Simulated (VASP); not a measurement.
Set up this calculation in VASP 6.6.1, as the native input.

```
Task                   : single point
Functional             : r2SCAN
Potentials or basis    : VASP PAW PBE potentials, release 64 (Cu)
Cutoff                 : 520 eV
k mesh                 : 18 × 18 × 18
Occupations            : gaussian, width 0.1 eV
Spin                   : no spin polarisation
Dipole correction      : no
Further INCAR settings : ALGO = Normal; EDIFF = 1e-06; NBANDS = 12
```

Crystal: Cu.

```xyz
1
Lattice="-1.4458 1.4458 1.3729 1.4458 -1.4458 1.3729 1.4458 1.4458 -1.3729" Properties=species:S:1:pos:R:3 pbc="T T T"
Cu    0.0000    0.0000    0.0000
```

The input as run:

POSCAR

```
Cu
1.0
   -1.4457994693      1.4457994693      1.3729019738
    1.4457994693     -1.4457994693      1.3729019738
    1.4457994693      1.4457994693     -1.3729019738
Cu
1
Direct
    0.0000000000      0.0000000000      0.0000000000
```

INCAR.step1

```
ALGO = Normal
EDIFF = 1E-4
ENCUT = 520
GGA = PE
ISMEAR = 0
LASPH = T
LCHARG = F
LREAL = F
LWAVE = T
NBANDS = 12
NELM = 100
PREC = Accurate
SIGMA = 0.1
```

INCAR.step2

```
ALGO = Normal
EDIFF = 1E-6
ENCUT = 520
ISIF = 2
ISMEAR = 0
ISTART = 1
LASPH = T
LCHARG = F
LMIXTAU = T
LREAL = F
LWAVE = F
METAGGA = R2SCAN
NBANDS = 12
NELM = 100
PREC = Accurate
SIGMA = 0.1
```

KPOINTS

```
k-points
0
Gamma
  18 18 18
```

Potentials or basis: VASP PAW PBE potentials, release 64 (Cu).

Command:

```bash
$ cat potpaw_PBE.64/Cu/POTCAR > POTCAR
$ cp INCAR.step1 INCAR
$ mpirun -np 1 vasp_std > vasp.out
$ cp INCAR.step2 INCAR
$ mpirun -np 1 vasp_std > vasp.out
```

It gave:

The pressure is 0.7 GPa and the band gap on the k mesh is zero (an odd number of electrons rules out a gap without spin polarisation).

Caveat: the PAW data sets were made with another functional, which shifts forces and pressure a little.

Run time: 85 s on 1 thread of Intel(R) Xeon(R) 6975P-C (Granite Rapids), with other jobs on the host, peak memory 0.17 GiB.
